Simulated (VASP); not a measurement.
Write the native input for VASP 6.6.1 that does the following.

| Quantity | Value |
| --- | --- |
| Task | relaxation of cell and atoms |
| Functional | PBEsol |
| Potentials or basis | VASP PAW PBE potentials, release 64 (Hf_pv, N) |
| Cutoff | 600 eV |
| k mesh | 8 × 8 × 4 |
| Occupations | gaussian, width 0.1 eV |
| Spin | no spin polarisation |
| Target pressure | 40 GPa |
| Dipole correction | no |
| Further INCAR settings | ALGO = Normal; EDIFF = 1e-06; IBRION = 2; EDIFFG = -0.01; NSW = 60; ISIF = 3 |

The structure of HfN lies in POSCAR:

```
HfN
1.0
    3.1339100000      0.0000000000      0.0000000000
   -1.5669500000      2.7140400000      0.0000000000
    0.0000000000      0.0000000000      5.4167700000
Hf N
2 2
Direct
    0.6666666667      0.3333333333      0.7500000000
    0.3333333333      0.6666666667      0.2500000000
    0.0000000000      0.0000000000      0.0000000000
    0.0000000000      0.0000000000      0.5000000000
```

The input as run:

INCAR

```
SYSTEM = HfN
PREC     = Accurate       ! precision mode
ENCUT    = 600            ! plane-wave cutoff, eV
EDIFF    = 1E-6           ! SCF threshold, eV
ISMEAR   = 0              ! smearing method
SIGMA    = 0.1            ! smearing width, eV
LREAL    = .False.        ! projectors in reciprocal space
LASPH    = .True.         ! aspherical terms in the spheres
NELM     = 100            ! most SCF steps
ALGO     = Normal         ! electronic algorithm
ISIF     = 3              ! what is computed and relaxed
LWAVE    = .False.        ! write WAVECAR
LCHARG   = .False.        ! write CHGCAR
GGA      = PS             ! functional
IBRION   = 2              ! ionic algorithm
NSW      = 60             ! ionic steps
EDIFFG   = -0.01          ! ionic threshold
PSTRESS  = 400.0
```

KPOINTS

```
regular mesh
0
Gamma
  8 8 4
  0 0 0
```

Potentials or basis: VASP PAW PBE potentials, release 64 (Hf_pv, N).

The run is started by

```bash
$ cat potpaw_PBE.64/Hf_pv/POTCAR potpaw_PBE.64/N/POTCAR > POTCAR
$ mpirun -np 1 vasp_std > vasp.out
```

It gave:

The relaxed volume is 10.15 Å³/atom, the relaxed cell is a = 3.001 Å, b = 3.001 Å, c = 5.202 Å, α = 90.00°, β = 90.00°, γ = 120.00° and the space group after relaxing (to 0.05 Å) is P6_3/mmc (No. 194). The energy change on relaxing (the enthalpy is what falls) is +133.0 meV/atom. The ionic steps are 10. The pressure after relaxing is 40.0 GPa and the band gap on the k mesh is zero (band 15 reaches 11.10 eV, above the bottom of band 16 at 8.40 eV).

Caveat: the cell is relaxed towards a set pressure, so the enthalpy falls and the energy may rise; the PAW data sets were made with another functional, which shifts forces and pressure a little; spin-orbit coupling is left out, which moves the levels of the heavy elements.

Wall time 2.5 min on 1 thread of AMD EPYC 9R45 96-Core Processor (Zen 5) (shared host), peak memory 0.17 GiB.
